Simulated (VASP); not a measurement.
A run of VASP 6.6.1 is set up as follows.

INCAR

```
ALGO = Normal ; EDIFF = 1E-6
ENCUT = 910 ; GGA = PS
GGA_COMPAT = F ; ISIF = 2
ISMEAR = -1 ; ISPIN = 2
LASPH = T ; LCHARG = F
LORBIT = 11 ; LREAL = F
LWAVE = F ; MAGMOM = 1 1
NBANDS = 17 ; NELM = 200
NELMDL = -8 ; PREC = Accurate
SIGMA = 0.05
```

File KPOINTS:

```
k-points
0
Gamma
  1 1 1
```

The input POSCAR:

```
O
1.0
    9.0000000000      0.0000000000      0.0000000000
    0.0000000000      9.5000000000      0.0000000000
    0.0000000000      0.0000000000     10.0000000000
O
2
Direct
    0.5000000000      0.5000000000      0.4395074478
    0.5000000000      0.5000000000      0.5604925522
```

Potentials or basis: VASP PAW PBE potentials, release 64 (O_h).

Command:

```console
$ cat potpaw_PBE.64/O_h/POTCAR > POTCAR
$ mpirun -np 1 vasp_gam > vasp.out
```

(1) Estimate the gap between the frontier levels.

(2) Estimate the largest force.

(3) Predict the net moment.

(4) Estimate the site moments.

## Answers

(1) 2.27 eV.

(2) 0.219 eV/Å.

(3) 2.00 μB per cell.

(4) O +0.62 μB.

Caveat: the PAW data sets were made with another functional, which shifts forces and pressure a little.
